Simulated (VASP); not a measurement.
# CsSc2 (P6/mmm) in VASP: single point with PBE

Aim: the single point of CsSc2 with PBE.

All numbers are computed with VASP 6.6.1; they aren't measurements. Logs are shortened: lines on timing, memory, paths and dates and some standing lists are left out, and cuts for length are marked.

### 1 The cell of the first run

The structure is hexagonal, space group P6/mmm (No. 191). The conventional cell has a = 6.061 Å, b = 6.061 Å, c = 3.348 Å, α = 90.00°, β = 90.00°, γ = 120.00°. Within 4.4 Å of Cs (site symmetry 6/mmm) lie 2 Cs at 3.35 Å and 12 Sc at 3.88 Å. Sc (site symmetry -6m2) has 5 Sc at 3.35 to 3.50 Å and 6 Cs at 3.88 Å within 4.4 Å.

### 2 Single point, PBE

File INCAR:

```
SYSTEM = CsSc2
PREC = Accurate
ENCUT = 520
EDIFF = 1E-7
ISMEAR = 0
SIGMA = 0.1
LREAL = .False.
LASPH = .True.
NELM = 100
ALGO = Fast
ISIF = 2
LWAVE = .False.
LCHARG = .False.
GGA = PE
NBANDS = 22
```

File KPOINTS:

```
Automatic mesh
0
Gamma
  12 12 14
  0 0 0
```

File POSCAR:

```
CsSc2
1.0
    6.0609841329      0.0000000000      0.0000000000
   -3.0304920664      5.2489662310      0.0000000000
    0.0000000000      0.0000000000      3.3481598302
Cs Sc
1 2
Direct
    0.0000000000      0.0000000000      0.0000000000
    0.3333333333      0.6666666667      0.5000000000
    0.6666666667      0.3333333333      0.5000000000
```

Potentials or basis: VASP PAW PBE potentials, release 64 (Cs_sv, Sc_sv).

Command:

```sh
$ cat potpaw_PBE.64/Cs_sv/POTCAR potpaw_PBE.64/Sc_sv/POTCAR > POTCAR
$ mpirun -np 1 vasp_std > vasp.out
```

OUTCAR:

```text
SYSTEM = CsSc2
   PREC = Accurate
   ENCUT = 520
   EDIFF = 1E-7
   ISMEAR = 0
   LREAL = .False.
   LASPH = .True.
   NELM = 100
   ISIF = 2
   GGA = PE

 ion  position               nearest neighbor table
   1  0.000  0.000  0.000-
   2  0.333  0.667  0.500-
   3  0.667  0.333  0.500-

  LATTYP: Found a hexagonal cell.
 ALAT       =     6.0609841329
 C/A-ratio  =     0.5524119115

  Lattice vectors:

 A1 = (   6.0609841329,   0.0000000000,   0.0000000000)
 A2 = (  -3.0304920664,   5.2489662310,   0.0000000000)
 A3 = (   0.0000000000,   0.0000000000,   3.3481598302)

Analysis of symmetry for initial positions (statically):
=====================================================================
 Subroutine PRICEL returns:
 Original cell was already a primitive cell.

 Routine SETGRP: Setting up the symmetry group for a
 hexagonal supercell.

 Subroutine GETGRP returns: Found 24 space group operations
 (whereof 24 operations were pure point group operations)
 out of a pool of 24 trial point group operations.

The static configuration has the point symmetry D_6h.

Analysis of symmetry for dynamics (positions and initial velocities):
=====================================================================
 Subroutine PRICEL returns:
 Original cell was already a primitive cell.

 Routine SETGRP: Setting up the symmetry group for a
 hexagonal supercell.

 Subroutine GETGRP returns: Found 24 space group operations
 (whereof 24 operations were pure point group operations)
 out of a pool of 24 trial point group operations.

The dynamic configuration has the point symmetry D_6h.

 Subroutine INISYM returns: Found 24 space group operations
 (whereof 24 operations are pure point group operations),
 and found     1 'primitive' translations

----------------------------------------------------------------------------------------

                                     Primitive cell

  volume of cell :     106.5180

  direct lattice vectors                    reciprocal lattice vectors
     6.060984133  0.000000000  0.000000000     0.164989708  0.095256852  0.000000000
    -3.030492066  5.248966231  0.000000000     0.000000000  0.190513704  0.000000000
     0.000000000  0.000000000  3.348159830     0.000000000  0.000000000  0.298671524

  length of vectors
[... 74 lines left out ...]
 SYSTEM =  CsSc2
   PREC   = accura    normal or accurate (medium, high low for compatibility)
   ISTART =      0    job   : 0-new  1-cont  2-samecut
   ICHARG =      2    charge: 1-file 2-atom 10-const
   ISPIN  =      1    spin polarized calculation?
   LNONCOLLINEAR =      F non collinear calculations
   LSORBIT =      F    spin-orbit coupling
   LASPH  =      T    aspherical Exc in radial PAW
   ENCUT  =  520.0 eV  38.22 Ry    6.18 a.u.  11.27 11.27  6.23*2*pi/ulx,y,z
   NELM   =    100;   NELMIN=  2; NELMDL= -5     # of ELM steps
   EDIFF  = 0.1E-06   stopping-criterion for ELM
   LREAL  =      F    real-space projection
   EDIFFG = 0.1E-05   stopping-criterion for IOM
   NSW    =      0    number of steps for IOM
   IBRION =     -1    ionic relax: 0-MD 1-quasi-New 2-CG
   NFREE  =      0    steps in history (QN), initial steepest desc. (CG)
   ISIF   =      2    stress and relaxation
   ISYM   =      2    0-nonsym 1-usesym 2-fastsym
   POTIM  = 0.5000    time-step for ionic-motion
   TEBEG  =    0.0;   TEEND  =   0.0 temperature during run
   PSTRESS=    0.0 pullay stress
   NELECT =      31.0000    total number of electrons
   NUPDOWN=      -1.0000    fix difference up-down
   EMIN   =  10.00;   EMAX   =-10.00  energy-range for DOS
   EFERMI =   0.00;   METHOD = LEGACY
   ISMEAR =     0;   SIGMA  =   0.10  broadening in eV -4-tet -1-fermi 0-gaus
   EFERMI_NEDOS =   21; number of points for ismear=-14 and -15
   IALGO  =     68    algorithm
   IMIX   =      4    mixing-type and parameters
     AMIX     =   0.40;   BMIX     =  1.00
     AMIX_MAG =   1.60;   BMIX_MAG =  1.00
  volume/ion in A,a.u.               =      35.51       239.61
  Fermi-wavevector in a.u.,A,eV,Ry     =   1.084895  2.050154 16.014017  1.176997
  Thomas-Fermi vector in A             =   2.220996
   LORBIT       =      0    0 simple, 1 ext, 2 COOP (PROOUT), +10 PAW based schemes
   GGA     = PE    functional components
   LHFCALC =     F    Hartree Fock is set to
   AEXX    =    0.0000 exact exchange contribution
   IVDW    =     0    specifies the selected vdW correction
   LEPSILON=     F    determine dielectric tensor
   LRPA    =     F    only Hartree local field effects (RPA)
 non-spin polarized calculation
 RMM-DIIS sequential band-by-band and
 Gauss-broadening in eV      SIGMA  =   0.10
  energy-cutoff  :      520.00
  volume of cell :      106.52
 maximum number of plane-waves:      2894
 NGX is ok and might be reduce to    48
   NGX = 23   NGY = 23   NGZ = 13

 number of electron      30.9999998 magnetization

 Free energy of the ion-electron system (eV)
  ---------------------------------------------------
  ext. energy  EPLUGINS =         0.00000000
  ---------------------------------------------------
  free energy    TOTEN  =       -10.49738264 eV

  energy without entropy =      -10.46149036  energy(sigma->0) =      -10.47943650

 E-fermi :   2.8939     XC(G=0):  -8.8116

 val. band max:        2.8934357802   @ k =   0.5000  -0.0000   0.2143
 cond. band min:       2.8948302930   @ k =   0.0000   0.0000   0.1429
 fundamental gap:      0.0013945128
 Fermi energy:         2.8939006794

 k-point     1 :       0.0000    0.0000    0.0000
  band No.  band energies     occupation
      1     -47.4329      2.00000
      2     -47.4211      2.00000
      3     -26.0729      2.00000
      4     -26.0729      2.00000
      5     -26.0054      2.00000
      6     -26.0054      2.00000
[... 589 lines left out ...]
     21       4.6613      0.00000
     22       4.8455      0.00000

 [... further k-points ...]
[... 5 lines left out ...]
  --------------------------------------------------------------------------------------
  -------------------------------------------------------------------------------------
  Total        0.0291324      0.0291324      0.0978190      0.0000000      0.0000000      0.0000000
  in kB        0.4381913      0.4381913      1.4713325      0.0000000      0.0000000      0.0000000
  external PRESSURE =       0.7825717 kB  Pullay stress =       0.0000000 kB

 VOLUME and BASIS-vectors are now :
 -----------------------------------------------------------------------------
  energy-cutoff  :      520.00
  volume of cell :      106.52
      direct lattice vectors                 reciprocal lattice vectors
     6.060984133  0.000000000  0.000000000     0.164989708  0.095256852  0.000000000
    -3.030492066  5.248966231  0.000000000     0.000000000  0.190513704  0.000000000
     0.000000000  0.000000000  3.348159830     0.000000000  0.000000000  0.298671524

 POSITION                                       TOTAL-FORCE (eV/Angst)
 -----------------------------------------------------------------------------------
      0.00000      0.00000      0.00000        -0.000000     -0.000000      0.000000
     -0.00000      3.49931      1.67408        -0.000000      0.000000     -0.000000
      3.03049      1.74966      1.67408         0.000000     -0.000000      0.000000
 -----------------------------------------------------------------------------------
    total drift:                               -0.000000      0.000000     -0.000000

  FREE ENERGIE OF THE ION-ELECTRON SYSTEM (eV)
  ---------------------------------------------------
  free  energy   TOTEN  =       -10.4973826407 eV

  energy  without entropy=      -10.4614903635  energy(sigma->0) =      -10.47943650
```

OSZICAR:

```text
N       E                     dE             d eps       ncg     rms          rms(c)
DAV:   1     0.465362925444E+03    0.46536E+03   -0.13898E+04  6688   0.132E+03
DAV:   2     0.239500155342E+02   -0.44141E+03   -0.43302E+03  8984   0.531E+02
DAV:   3    -0.111936238037E+02   -0.35144E+02   -0.33829E+02 10974   0.161E+02
[... 22 lines left out ...]
RMM:  26    -0.104973822584E+02   -0.25169E-06   -0.24163E-06  6294   0.200E-03    0.391E-03
RMM:  27    -0.104973825002E+02   -0.24184E-06   -0.11782E-06  6239   0.191E-03    0.421E-03
RMM:  28    -0.104973828835E+02   -0.38329E-06   -0.90751E-07  6631   0.242E-03    0.478E-03
RMM:  29    -0.104973826477E+02    0.23579E-06   -0.44967E-07  6303   0.247E-03    0.439E-03
RMM:  30    -0.104973826407E+02    0.69581E-08   -0.33857E-07  5875   0.134E-03
   1 F= -.10497383E+02 E0= -.10479437E+02  d E =-.358923E-01
```

stdout:

```text
POSCAR found type information on POSCAR CsSc
 POSCAR found :  2 types and       3 ions
 scaLAPACK will be used
 LDA part: xc-table for (Slater+PW92), standard interpolation
 POSCAR, INCAR and KPOINTS ok, starting setup
 FFT: planning ... GRIDC
 FFT: planning ... GRID_SOFT
 FFT: planning ... GRID
 WAVECAR not read
 entering main loop
WARNING in EDDRMM: call to ZHEGV failed, returncode =   8  4     13
```

Run time: 11 min. Hardware: 1 thread of Intel Xeon Platinum 8375C at 2.90GHz (Ice Lake), shared host; peak memory 0.48 GiB.

What came out:

| Property | Result |
| --- | --- |
| Free energy | -10.4974 eV |
| Pressure | 0.1 GPa |

Stress tensor (GPa, compression positive):
```
0.04 0.00 0.00
0.00 0.04 0.00
0.00 0.00 0.15
```

Levels at points of the mesh, in eV from the Fermi level:
```tsv
k point	band 12	band 13	band 14	band 15	band 16	band 17	band 18	band 19
(0.00, 0.00, 0.00)	-7.96	-3.80	-0.42	-0.42	-0.41	-0.19	0.86	0.86
(0.50, 0.00, 0.00)	-7.96	-2.34	-2.14	-0.41	-0.04	0.18	0.18	0.95
(0.00, 0.00, 0.50)	-9.09	-0.73	-0.54	-0.54	-0.38	-0.13	-0.13	1.00
(0.50, 0.00, 0.50)	-9.11	-1.20	-0.64	-0.17	0.22	0.24	0.26	0.98
```

Caveat: spin-orbit coupling is left out, which moves the levels of the heavy elements.
